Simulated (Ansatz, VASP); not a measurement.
TaOF in VASP and in Ansatz

```
Ta O F
1.0
     3.54043    0.00000    0.00000
     0.00000    3.54043    0.00000
     0.00000    0.00000    6.30157
Ta O F
2 2 2
Direct
  0.00000 0.50000 0.21600
  0.50000 0.00000 0.78400
  0.00000 0.50000 0.66600
  0.50000 0.00000 0.33400
  0.00000 0.00000 0.00000
  0.50000 0.50000 0.00000
```

Change from the starting cell: species swapped into the TbMnSi type (P4/nmm, No. 129).

Alike in both runs: task single point; functional PBE; k mesh 6 × 6 × 4; occupations gaussian, width 0.1 eV; collinear spin.

```csv
,VASP,Ansatz
version,VASP 6.6.1,Ansatz 0.2.0
potentials or method,"VASP PAW PBE potentials, release 64 (Ta_pv, O, F), cutoff 520 eV","scalar-relativistic, plane waves, PAW"
valence electrons in the cell,48,52
```

```tsv
	VASP	Ansatz	Ansatz less VASP
gap on the k mesh at the Fermi level (eV)	none	none	-
pressure (GPa)	-15.0	-15.0	0.00
traceless stress, the component that is largest in VASP (GPa)	13.70	13.80	+0.095
rms of the force components (eV/Å)	1.526	1.516	-0.0100
net moment per atom (μB)	0.60	0.60	+0.001
size of the moment on the site where the two differ most (μB)	1.42	0.94	-0.478
```

Site moments also hang on the region over which each program counts them. Atom by atom the forces differ by 0.011 eV/Å (rms over components). A gap of «none» marks a metal or a gap that the smearing closes. VASP's potentials hold 48 valence electrons a cell and Ansatz's 52, so a difference there can come from the potentials and not from the codes.

Neither program's run includes spin-orbit coupling.
